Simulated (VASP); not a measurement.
Input of a VASP 6.6.1 run:

POSCAR

```
Os
1.0
    2.8227735407      0.0000000000      0.0000000000
   -1.4113867703      2.4445935954      0.0000000000
    1.4113867703      0.8148645318      2.1062316879
Os
1
Direct
    0.0000000000      0.0000000000      0.0000000000
```

Contents of INCAR.step1:

```
ALGO = Normal
EDIFF = 1E-4
ENCUT = 520
GGA = PE
ISMEAR = 0
ISYM = 0
LASPH = True
LCHARG = False
LREAL = False
LWAVE = True
NBANDS = 10
NELM = 60
PREC = Accurate
SIGMA = 0.1
```

Contents of INCAR.step2:

```
ALGO = Normal
EDIFF = 1E-6
ENCUT = 520
ISIF = 2
ISMEAR = 0
ISTART = 1
ISYM = 0
LASPH = True
LCHARG = False
LMIXTAU = True
LREAL = False
LWAVE = False
METAGGA = R2SCAN
NBANDS = 10
NELM = 60
PREC = Accurate
SIGMA = 0.1
```

The input KPOINTS:

```
k-points
0
Gamma
  12 12 16
```

Potentials or basis: VASP PAW PBE potentials, release 64 (Os).

Run with:

```console
$ cat potpaw_PBE.64/Os/POTCAR > POTCAR
$ cp INCAR.step1 INCAR
$ mpirun -np 1 vasp_std > vasp.out
$ cp INCAR.step2 INCAR
$ mpirun -np 1 vasp_std > vasp.out
```

(1) What does it give for the pressure?

(2) Predict the band gap on the k mesh.

Results:

(1) -7.9 GPa.

(2) zero (bands 4 and 5 overlap by 4.09 eV).

Caveat: the cell stands under tension; the PAW data sets were made with another functional, which shifts forces and pressure a little; spin-orbit coupling is left out, which moves the levels of the heavy elements.
